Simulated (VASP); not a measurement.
# Al2Cu in VASP: further runs

The runs below take Al2Cu through relaxation of shape and atoms at fixed volume, relaxation of cell and atoms, with PBE.

Program: VASP 6.6.1. These are calculated values, not measurements. Logs are shortened: lines on timing, memory, paths and dates and some standing lists are left out, and cuts for length are marked.

## (1) The cell of the first run

Symmetry: Fm-3m, No. 225, cubic system. The conventional cell has a = 5.604 Å, b = 5.604 Å, c = 5.604 Å, α = 90.00°, β = 90.00°, γ = 90.00°. Al (site symmetry -43m) has 4 Cu at 2.43 Å and 6 Al at 2.80 Å within 3.2 Å. Within 3.2 Å of Cu (site symmetry m-3m) lie 8 Al at 2.43 Å.

## (2) Relaxation of shape and atoms at fixed volume, PBE (14.67 Å³/atom)

INCAR

```
SYSTEM = Al2Cu
PREC = Accurate
ENCUT = 600
EDIFF = 1E-6
ISMEAR = 0
SIGMA = 0.1
LREAL = .False.
LASPH = .True.
NELM = 80
ALGO = Fast
ISIF = 4
LWAVE = .False.
LCHARG = .False.
GGA = PE
IBRION = 2
NSW = 50
EDIFFG = -0.01
```

KPOINTS

```
regular mesh
0
Gamma
  12 12 12
  0 0 0
```

POSCAR

```
Al2Cu
1.0
   -1.9813474314      1.9813474314      2.8020978152
    1.9813474314     -1.9813474314      2.8020978152
    1.9813474314      1.9813474314     -2.8020978152
Al Cu
2 1
Direct
    0.2500000000      0.7500000000      0.5000000000
    0.7500000000      0.2500000000      0.5000000000
    0.5000000000      0.5000000000      0.0000000000
```

Potentials or basis: VASP PAW PBE potentials, release 64 (Al, Cu).

Command:

```sh
$ cat potpaw_PBE.64/Al/POTCAR potpaw_PBE.64/Cu/POTCAR > POTCAR
$ mpirun -np 1 vasp_std > vasp.out
```

OUTCAR:

```text
SYSTEM = Al2Cu
   PREC = Accurate
   ENCUT = 600
   EDIFF = 1E-6
   ISMEAR = 0
   LREAL = .False.
   LASPH = .True.
   NELM = 80
   ISIF = 4
   GGA = PE
   IBRION = 2
   NSW = 50
   EDIFFG = -0.01

 ion  position               nearest neighbor table
   1  0.250  0.750  0.500-   3 2.43   3 2.43   3 2.43   3 2.43   2 2.80   2 2.80   2 2.80   2 2.80
                             2 2.80   2 2.80
   2  0.750  0.250  0.500-   3 2.43   3 2.43   3 2.43   3 2.43   1 2.80   1 2.80   1 2.80   1 2.80
                             1 2.80   1 2.80
   3  0.500  0.500  0.000-   1 2.43   2 2.43   1 2.43   2 2.43   1 2.43   2 2.43   1 2.43   2 2.43

  LATTYP: Found a body centered tetragonal cell.
 ALAT       =     3.9626948628
 C/A-ratio  =     1.4142384979

  Lattice vectors:

 A1 = (  -1.9813474314,   1.9813474314,   2.8020978152)
 A2 = (   1.9813474314,  -1.9813474314,   2.8020978152)
 A3 = (   1.9813474314,   1.9813474314,  -2.8020978152)

Analysis of symmetry for initial positions (statically):
=====================================================================
 Subroutine PRICEL returns:
 Original cell was already a primitive cell.

 Routine SETGRP: Setting up the symmetry group for a
 body centered tetragonal supercell.

 Subroutine GETGRP returns: Found 16 space group operations
 (whereof 16 operations were pure point group operations)
 out of a pool of 16 trial point group operations.

The static configuration has the point symmetry D_4h.

Analysis of symmetry for dynamics (positions and initial velocities):
=====================================================================
 Subroutine PRICEL returns:
 Original cell was already a primitive cell.

 Routine SETGRP: Setting up the symmetry group for a
 body centered tetragonal supercell.

 Subroutine GETGRP returns: Found 16 space group operations
 (whereof 16 operations were pure point group operations)
 out of a pool of 16 trial point group operations.

The dynamic configuration has the point symmetry D_4h.

 Subroutine INISYM returns: Found 16 space group operations
 (whereof 16 operations are pure point group operations),
 and found     1 'primitive' translations

----------------------------------------------------------------------------------------

                                     Primitive cell

  volume of cell :      44.0012

  direct lattice vectors                    reciprocal lattice vectors
    -1.981347431  1.981347431  2.802097815     0.000000000  0.252353521  0.178437739
     1.981347431 -1.981347431  2.802097815     0.252353521  0.000000000  0.178437739
     1.981347431  1.981347431 -2.802097815     0.252353521  0.252353521  0.000000000

  length of vectors
     3.962729798  3.962729798  3.962729798     0.309066864  0.309066864  0.356881771

  position of ions in fractional coordinates (direct lattice)
     0.250000000  0.750000000  0.500000000
     0.750000000  0.250000000  0.500000000
     0.500000000  0.500000000  0.000000000

  ion indices of the primitive-cell ions
   primitive index   ion index
                 1           1
                 2           2
                 3           3

----------------------------------------------------------------------------------------

 KPOINTS: regular mesh

Automatic generation of k-mesh.
 Grid dimensions read from file:
 generate k-points for:   12   12   12

 Generating k-lattice:

  Cartesian coordinates                     Fractional coordinates (reciprocal lattice)
     0.000000000  0.021029460  0.014869812     0.083333333  0.000000000  0.000000000
     0.021029460  0.000000000  0.014869812     0.000000000  0.083333333  0.000000000
     0.021029460  0.021029460  0.000000000     0.000000000  0.000000000  0.083333333

  Length of vectors
     0.025755572  0.025755572  0.029740148

  Shift w.r.t. Gamma in fractional coordinates (k-lattice)
     0.000000000  0.000000000  0.000000000

 Subroutine IBZKPT returns following result:
 ===========================================

 Found    163 irreducible k-points:

 Following reciprocal coordinates:
            Coordinates               Weight
  0.000000  0.000000  0.000000      1.000000
  0.083333  0.000000 -0.000000      8.000000
  0.166667  0.000000  0.000000      8.000000
  0.250000  0.000000 -0.000000      8.000000
  0.333333 -0.000000  0.000000      8.000000
  0.416667  0.000000  0.000000      8.000000
[... 16 lines left out ...]
  0.500000  0.166667  0.000000     16.000000
 -0.416667  0.166667  0.000000     16.000000
 [... further k-points ...]
   k-points           NKPTS =    163   k-points in BZ     NKDIM =    163   number of bands    NBANDS=     12
   number of dos      NEDOS =    301   number of ions     NIONS =      3
   total plane-waves  NPLWV =  32768
   dimension x,y,z NGX =    32 NGY =   32 NGZ =   32
   dimension x,y,z NGXF=    64 NGYF=   64 NGZF=   64
   ions per type =               2   1
   NGX,Y,Z   is equivalent  to a cutoff of  13.42, 13.42, 13.42 a.u.
[... 34 lines left out ...]
  Thomas-Fermi vector in A             =   2.328388
   LORBIT       =      0    0 simple, 1 ext, 2 COOP (PROOUT), +10 PAW based schemes
   GGA     = PE    functional components
   LHFCALC =     F    Hartree Fock is set to
   AEXX    =    0.0000 exact exchange contribution
   IVDW    =     0    specifies the selected vdW correction
   LEPSILON=     F    determine dielectric tensor
   LRPA    =     F    only Hartree local field effects (RPA)
 conjugate gradient relaxation of ions
 non-spin polarized calculation
 RMM-DIIS sequential band-by-band and
 Gauss-broadening in eV      SIGMA  =   0.10
  energy-cutoff  :      600.00
  volume of cell :       44.00
 maximum number of plane-waves:      1484
   NGX = 15   NGY = 15   NGZ = 15

 number of electron      16.9999991 magnetization

 Free energy of the ion-electron system (eV)
  ---------------------------------------------------
  ext. energy  EPLUGINS =         0.00000000
  ---------------------------------------------------
  free energy    TOTEN  =       -11.60316457 eV

  energy without entropy =      -11.59796218  energy(sigma->0) =      -11.60056337

 E-fermi :   7.8480     XC(G=0): -10.8006

 val. band max:        7.8400009670   @ k =   0.2500   0.0833   0.0000
 cond. band min:       7.8637712183   @ k =  -0.1667  -0.3333   0.1667
 fundamental gap:      0.0237702513
 Fermi energy:         7.8479755778

 k-point     1 :       0.0000    0.0000    0.0000
  band No.  band energies     occupation
      1      -2.8476      2.00000
      2       2.9905      2.00000
      3       2.9905      2.00000
      4       2.9905      2.00000
      5       3.5876      2.00000
      6       3.5876      2.00000
      7      10.8157      0.00000
      8      10.8159      0.00000
      9      10.8159      0.00000
     10      11.0324      0.00000
     11      11.0325      0.00000
     12      11.0327      0.00000

 k-point     2 :       0.0833    0.0000   -0.0000
  band No.  band energies     occupation
      1      -2.7491      2.00000
      2       2.9602      2.00000
      3       3.0063      2.00000
      4       3.0063      2.00000
      5       3.5834      2.00000
      6       3.5834      2.00000
      7       9.2061      0.00000
      8      10.2161      0.00000
      9      10.2161      0.00000
     10      11.7158      0.00000
     11      11.7159      0.00000
     12      11.8363      0.00000

 k-point     3 :       0.1667    0.0000    0.0000
  band No.  band energies     occupation
      1      -2.4553      2.00000
      2       2.8667      2.00000
      3       3.0471      2.00000
      4       3.0471      2.00000
      5       3.5764      2.00000
      6       3.5764      2.00000
      7       7.4316      2.00000
      8       9.6339      0.00000
      9       9.6339      0.00000
     10      11.9298      0.00000
     11      12.2652      0.00000
     12      12.2657      0.00000
[... 286 lines left out ...]
 k-point    23 :       0.5000    0.1667    0.0000
  band No.  band energies     occupation
      1       0.0877      2.00000
      2       1.5962      2.00000
      3       3.0705      2.00000
      4       3.2256      2.00000
      5       3.6522      2.00000
      6       3.6706      2.00000
      7       3.6988      2.00000
      8       6.7268      2.00000
      9       7.4621      2.00000
     10       9.9565      0.00000
     11      12.4985      0.00000
     12      13.9991      0.00000

 k-point    24 :      -0.4167    0.1667    0.0000
  band No.  band energies     occupation
      1      -0.7189      2.00000
      2       2.2518      2.00000
      3       3.1071      2.00000
      4       3.2071      2.00000
      5       3.5430      2.00000
      6       3.6844      2.00000
      7       4.3064      2.00000
      8       7.2312      2.00000
      9       7.3758      2.00000
     10       9.8825      0.00000
     11      13.0042      0.00000
     12      13.1221      0.00000

 [... further k-points ...]

------------------------ aborting loop because EDIFF is reached ----------------------------------------

  FORCE on cell =-STRESS in cart. coord.  units (eV):
  Direction    XX          YY          ZZ          XY          YZ          ZX
  --------------------------------------------------------------------------------------
  -------------------------------------------------------------------------------------
  Total        3.0830218      3.0830218      3.0825181      0.0000000      0.0000000     -0.0000000
  in kB      112.2593741    112.2593741    112.2410333      0.0000000      0.0000000     -0.0000000
  external PRESSURE =     112.2532605 kB  Pullay stress =       0.0000000 kB

 VOLUME and BASIS-vectors are now :
 -----------------------------------------------------------------------------
  energy-cutoff  :      600.00
  volume of cell :       44.00
      direct lattice vectors                 reciprocal lattice vectors
    -1.981347431  1.981347431  2.802097815     0.000000000  0.252353521  0.178437739
     1.981347431 -1.981347431  2.802097815     0.252353521  0.000000000  0.178437739
     1.981347431  1.981347431 -2.802097815     0.252353521  0.252353521  0.000000000

 POSITION                                       TOTAL-FORCE (eV/Angst)
 -----------------------------------------------------------------------------------
      1.98135     -0.00000      1.40105        -0.000000     -0.000000      0.000000
     -0.00000      1.98135      1.40105        -0.000000      0.000000     -0.000000
      0.00000      0.00000      2.80210         0.000000     -0.000000     -0.000000
 -----------------------------------------------------------------------------------
    total drift:                               -0.000000     -0.000000     -0.000000

  FREE ENERGIE OF THE ION-ELECTRON SYSTEM (eV)
  ---------------------------------------------------
  free  energy   TOTEN  =       -11.6031645725 eV

  energy  without entropy=      -11.5979621760  energy(sigma->0) =      -11.60056337

 reached required accuracy - stopping structural energy minimisation
```

Run time: 45 s. Hardware: 1 thread of Intel Xeon 6975P-C (Granite Rapids), shared host; peak memory 0.26 GiB.

Results:

```
Free energy             : -11.6032 eV
Pressure after relaxing : 11.2 GPa
Band gap on the k mesh  : zero (an odd number of electrons rules out a gap without spin polarisation)
```

Final structure:
```
Al Cu
1.0
    -1.98135    1.98135    2.80210
     1.98135   -1.98135    2.80210
     1.98135    1.98135   -2.80210
Al Cu
2 1
Direct
  0.25000 0.75000 0.50000
  0.75000 0.25000 0.50000
  0.50000 0.50000 0.00000
```

Caveat: the relaxation stopped at its first step, so nothing moved.

## (3) Relaxation of shape and atoms at fixed volume, PBE (15.15 Å³/atom)

This run uses another cell than the first one, of 15.15 Å³/atom.

INCAR

```
ALGO = Fast ; EDIFF = 1E-7
EDIFFG = -0.01 ; ENCUT = 600
GGA = PE ; IBRION = 2
ISIF = 4 ; ISMEAR = 0
LASPH = True ; LCHARG = False
LREAL = False ; LWAVE = False
NELM = 100 ; NSW = 50
PREC = Accurate ; SIGMA = 0.1
```

KPOINTS

```
k-points
0
Gamma
  12 12 12
```

POSCAR

```
Al2Cu
1.0
   -2.0028855039      2.0028855039      2.8325577865
    2.0028855039     -2.0028855039      2.8325577865
    2.0028855039      2.0028855039     -2.8325577865
Al Cu
2 1
Direct
    0.2500000000      0.7500000000      0.5000000000
    0.7500000000      0.2500000000      0.5000000000
    0.5000000000      0.5000000000      0.0000000000
```

Potentials or basis: VASP PAW PBE potentials, release 64 (Al, Cu).

Command:

```sh
$ cat potpaw_PBE.64/Al/POTCAR potpaw_PBE.64/Cu/POTCAR > POTCAR
$ mpirun -np 1 vasp_std > vasp.out
```

Wall time 60 s (1 thread of Intel Xeon 6975P-C (Granite Rapids), shared host); peak memory 0.27 GiB.

Results (log left out):

```
Free energy             : -11.6860 eV
Pressure after relaxing : 7.0 GPa
Band gap on the k mesh  : zero (an odd number of electrons rules out a gap without spin polarisation)
```

Final structure:
```
Al Cu
1.0
    -2.00289    2.00289    2.83256
     2.00289   -2.00289    2.83256
     2.00289    2.00289   -2.83256
Al Cu
2 1
Direct
  0.25000 0.75000 0.50000
  0.75000 0.25000 0.50000
  0.50000 0.50000 0.00000
```

Levels at points of the mesh, in eV from the Fermi level:
| k point | band 6 | band 7 | band 8 | band 9 | band 10 | band 11 | band 12 |
| --- | --- | --- | --- | --- | --- | --- | --- |
| (0.00, 0.00, 0.00) | -4.14 | 2.96 | 2.96 | 2.96 | 3.07 | 3.07 | 3.08 |
| (0.50, 0.00, 0.00) | -4.07 | -4.07 | 0.64 | 0.64 | 3.03 | 3.03 | 4.56 |
| (0.50, 0.50, 0.00) | -3.97 | -3.83 | -2.03 | -2.03 | 0.52 | 1.56 | 9.15 |
| (0.50, 0.50, 0.50) | -3.97 | -3.83 | -2.03 | -2.03 | 0.52 | 1.56 | 9.15 |

Caveat: the relaxation stopped at its first step, so nothing moved.

## (4) Relaxation of shape and atoms at fixed volume, PBE (15.63 Å³/atom)

This run uses another cell than the first one, of 15.63 Å³/atom.

INCAR

```
PREC = Accurate
ENCUT = 600
EDIFF = 1E-7
ISMEAR = 0
SIGMA = 0.1
LREAL = F
LASPH = T
NELM = 60
ALGO = Fast
ISIF = 4
LWAVE = F
LCHARG = F
GGA = PE
IBRION = 2
NSW = 50
EDIFFG = -0.01
```

KPOINTS

```
regular mesh
0
Gamma
  12 12 12
```

POSCAR

```
Al2Cu
1.0
   -2.0239700586      2.0239700586      2.8623763755
    2.0239700586     -2.0239700586      2.8623763755
    2.0239700586      2.0239700586     -2.8623763755
Al Cu
2 1
Direct
    0.2500000000      0.7500000000      0.5000000000
    0.7500000000      0.2500000000      0.5000000000
    0.5000000000      0.5000000000      0.0000000000
```

Command:

```sh
$ cat potpaw_PBE.64/Al/POTCAR potpaw_PBE.64/Cu/POTCAR > POTCAR
$ mpirun -np 1 vasp_std > vasp.out
```

Run time: 40 s. Hardware: 1 thread of Intel Xeon 6975P-C (Granite Rapids), shared host; peak memory 0.27 GiB.

Results (log left out):

```
Free energy             : -11.7324 eV
Pressure after relaxing : 3.2 GPa
Band gap on the k mesh  : zero (an odd number of electrons rules out a gap without spin polarisation)
```

Final structure:
```cif
data_structure
_symmetry_space_group_name_H-M 'P 1'
_symmetry_Int_Tables_number 1
_cell_length_a 4.0480
_cell_length_b 4.0480
_cell_length_c 4.0480
_cell_angle_alpha 120.001
_cell_angle_beta 120.001
_cell_angle_gamma 89.999
_cell_volume 46.90
loop_
_atom_site_label
_atom_site_type_symbol
_atom_site_fract_x
_atom_site_fract_y
_atom_site_fract_z
_atom_site_occupancy
Al1 Al 0.25000 0.75000 0.50000 1
Al2 Al 0.75000 0.25000 0.50000 1
Cu1 Cu 0.50000 0.50000 0.00000 1
```

Levels at points of the mesh, in eV from the Fermi level:
```csv
k point,band 6,band 7,band 8,band 9,band 10,band 11,band 12
"(0.00, 0.00, 0.00)",-4.03,2.96,2.96,2.96,2.97,2.97,2.97
"(0.50, 0.00, 0.00)",-3.96,-3.96,0.64,0.64,2.97,2.97,4.45
"(0.50, 0.50, 0.00)",-3.87,-3.74,-1.98,-1.98,0.40,1.57,9.07
"(0.50, 0.50, 0.50)",-3.87,-3.74,-1.98,-1.98,0.40,1.57,9.07
```

Caveat: the relaxation stopped at its first step, so nothing moved.

## (5) Relaxation of cell and atoms, PBE

This run uses another cell than the first one, of 16.09 Å³/atom.

INCAR

```
SYSTEM = Al2Cu
PREC = Accurate
ENCUT = 600
EDIFF = 1E-7
ISMEAR = 0
SIGMA = 0.1
LREAL = .FALSE.
LASPH = .TRUE.
NELM = 80
ALGO = Fast
ISIF = 3
LWAVE = .FALSE.
LCHARG = .FALSE.
GGA = PE
IBRION = 2
NSW = 100
EDIFFG = -0.01
```

KPOINTS

```
Automatic mesh
0
G
  12 12 12
  0 0 0
```

POSCAR

```
Al2Cu
1.0
   -2.0163797394      2.0163797394      2.9672591334
    2.0163797394     -2.0163797394      2.9672591334
    2.0163797394      2.0163797394     -2.9672591334
Al Cu
2 1
Direct
    0.2500000000      0.7500000000      0.5000000000
    0.7500000000      0.2500000000      0.5000000000
    0.5000000000      0.5000000000      0.0000000000
```

Command:

```sh
$ cat potpaw_PBE.64/Al/POTCAR potpaw_PBE.64/Cu/POTCAR > POTCAR
$ mpirun -np 1 vasp_std > vasp.out
```

Wall time 4.7 min (1 thread of Intel Xeon 6975P-C (Granite Rapids), shared host); peak memory 0.31 GiB.

It converged, with:

| Quantity | Value |
| --- | --- |
| Free energy | -11.7482 eV |
| Relaxed volume | 16.15 Å³/atom |
| Relaxed cell | a = 4.092 Å, b = 4.092 Å, c = 4.092 Å, α = 120.02°, β = 120.02°, γ = 89.96° |
| Space group after relaxing (to 0.1 Å) | Fm-3m (No. 225) |
| Energy gained by relaxing | 4.7 meV/atom |
| Ionic steps | 7 |
| Pressure after relaxing | 0.0 GPa |
| Band gap on the k mesh | zero (an odd number of electrons rules out a gap without spin polarisation) |

Step by step:
```tsv
step	energy change (eV)	largest force (eV/Å)	pressure (GPa)	volume (Å³)
1	0.0000	0.0000	0.33	48.26
2	-0.0099	0.0000	-0.09	48.48
3	-0.0132	0.0000	-0.43	48.65
4	-0.0135	0.0000	-0.51	48.71
5	-0.0135	0.0000	-0.49	48.72
6	-0.0139	0.0000	0.29	48.32
7	-0.0140	0.0000	-0.04	48.44
```

Final structure:
```
Al Cu
1.0
    -2.04542    2.04542    2.89445
     2.04542   -2.04542    2.89445
     2.04542    2.04542   -2.89445
Al Cu
2 1
Direct
  0.25000 0.75000 0.50000
  0.75000 0.25000 0.50000
  0.50000 0.50000 0.00000
```

Levels at points of the mesh, in eV from the Fermi level:
| k point | band 5 | band 6 | band 7 | band 8 | band 9 | band 10 | band 11 | band 12 |
| --- | --- | --- | --- | --- | --- | --- | --- | --- |
| (0.00, 0.00, 0.00) | -3.92 | -3.92 | 2.87 | 2.87 | 2.87 | 2.95 | 2.95 | 2.95 |
| (0.50, 0.00, 0.00) | -3.88 | -3.86 | -3.86 | 0.64 | 0.65 | 2.90 | 2.91 | 3.69 |
| (0.50, 0.50, 0.00) | -3.98 | -3.77 | -3.65 | -1.93 | -1.92 | 0.27 | 1.59 | 8.97 |
| (0.50, 0.50, 0.50) | -3.98 | -3.77 | -3.65 | -1.92 | -1.92 | 0.28 | 1.59 | 8.97 |

## (6) Overview

| task | cell | gap on the mesh (eV) | pressure (GPa) |
| --- | --- | --- | --- |
| relaxation of shape and atoms at fixed volume | relaxed from a = 3.963 Å, angles 120.0, 120.0, 90.0°, 3 atoms | none | 11.2 |
| relaxation of shape and atoms at fixed volume | relaxed from a = 4.006 Å, angles 120.0, 120.0, 90.0°, 3 atoms | none | 7.0 |
| relaxation of shape and atoms at fixed volume | relaxed from a = 4.048 Å, angles 120.0, 120.0, 90.0°, 3 atoms | none | 3.2 |
| relaxation of cell and atoms | relaxed from a = 4.115 Å, angles 121.3, 121.3, 87.7°, 3 atoms | none | 0.0 |

Alike in all rows: level PBE; potentials or basis VASP PAW PBE potentials, release 64 (Al, Cu); no spin polarisation; k mesh 12 × 12 × 12; cutoff (eV) 600; smearing gaussian 0.1 eV.

Caveats: the relaxation stopped at its first step, so nothing moved (at least some runs).

Total energies depend on the potentials used, so only differences within one code and one set of settings carry meaning.

The gap in the log of VASP goes by the Fermi energy; the results here count the filled bands.